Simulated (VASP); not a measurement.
Runs of VASP 6.6.1 on Cs. The structure is that of space group Im-3m (No. 229), or close to it. The cells are those of the table. 

```csv
level,cell,gap on the mesh (eV),pressure (GPa)
PBEsol,"a = 5.454 Å, angles 109.5°, 1 atom",none,-0.2
PBEsol,"a = 5.120 Å, angles 109.5°, 1 atom",none,0.1
r2SCAN,"a = 5.309 Å, angles 109.5°, 1 atom",none,0.1
PBEsol,"a = 5.245 Å, angles 109.5°, 1 atom",none,(a)
PBEsol,"a = 5.444 Å, angles 109.5°, 1 atom",none,-0.2
r2SCAN,"a = 5.146 Å, angles 109.5°, 1 atom",none,0.4
```

Alike in all rows: task single point; potentials or basis VASP PAW PBE potentials, release 64 (Cs_sv); no spin polarisation; k mesh 10 × 10 × 10; cutoff (eV) 520; smearing gaussian 0.1 eV.

Q: Estimate the missing entries.

A: (a) 0.0.

Caveats: the PAW data sets were made with another functional, which shifts forces and pressure a little; spin-orbit coupling is left out, which moves the levels of the heavy elements.

A k mesh can miss the band edges, and the runs leave out spin-orbit coupling on Cs.

A gap of «none» marks levels without a gap at the run's occupations.
